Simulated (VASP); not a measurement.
Wanted: the native input for a VASP 6.6.1 run.

```
Task                   : single point
Functional             : r2SCAN
Dispersion             : rVV10
Potentials or basis    : VASP PAW PBE potentials, release 64 (Au)
Cutoff                 : 520 eV
k mesh                 : 11 × 11 × 11
Occupations            : fermi-dirac, width 0.05 eV
Spin                   : no spin polarisation
Dipole correction      : no
Further INCAR settings : ALGO = Normal; EDIFF = 1e-06; NBANDS = 12
```

The system is Au.

```xyz
1
Lattice="0.0000 2.0496 2.0496 2.0496 0.0000 2.0496 2.0496 2.0496 0.0000" Properties=species:S:1:pos:R:3 pbc="T T T"
Au    0.0000    0.0000    0.0000
```

These files were run (other wordings do the same):

POSCAR

```
Au
1.0
    0.0000000000      2.0496025177      2.0496025177
    2.0496025177      0.0000000000      2.0496025177
    2.0496025177      2.0496025177      0.0000000000
Au
1
Direct
    0.0000000000      0.0000000000      0.0000000000
```

INCAR.step1

```
ALGO = Normal
EDIFF = 1E-4
ENCUT = 520
GGA = PE
ISMEAR = -1
LASPH = T
LCHARG = F
LREAL = F
LWAVE = T
NBANDS = 12
NELM = 80
PREC = Accurate
SIGMA = 0.05
```

INCAR.step2

```
ALGO = Normal
BPARAM = 11.95
CPARAM = 0.0093
EDIFF = 1E-6
ENCUT = 520
ISIF = 2
ISMEAR = -1
ISTART = 1
IVDW_NL = 2
LASPH = T
LCHARG = F
LMIXTAU = T
LREAL = F
LUSE_VDW = T
LWAVE = F
METAGGA = R2SCAN
NBANDS = 12
NELM = 80
PREC = Accurate
SIGMA = 0.05
```

KPOINTS

```
k-points
0
Gamma
  11 11 11
```

Potentials or basis: VASP PAW PBE potentials, release 64 (Au).

The run is started by

```bash
$ cat potpaw_PBE.64/Au/POTCAR > POTCAR
$ cp INCAR.step1 INCAR
$ mpirun -np 1 vasp_std > vasp.out
$ cp INCAR.step2 INCAR
$ mpirun -np 1 vasp_std > vasp.out
```

It gave:

```
Pressure : 1.3 GPa
```

Caveat: the PAW data sets were made with another functional, which shifts forces and pressure a little.

Wall time 58 s on 1 thread of Intel(R) Xeon(R) Platinum 8259CL CPU @ 2.50GHz (Skylake/Cascade Lake), with other jobs on the host, peak memory 0.22 GiB.
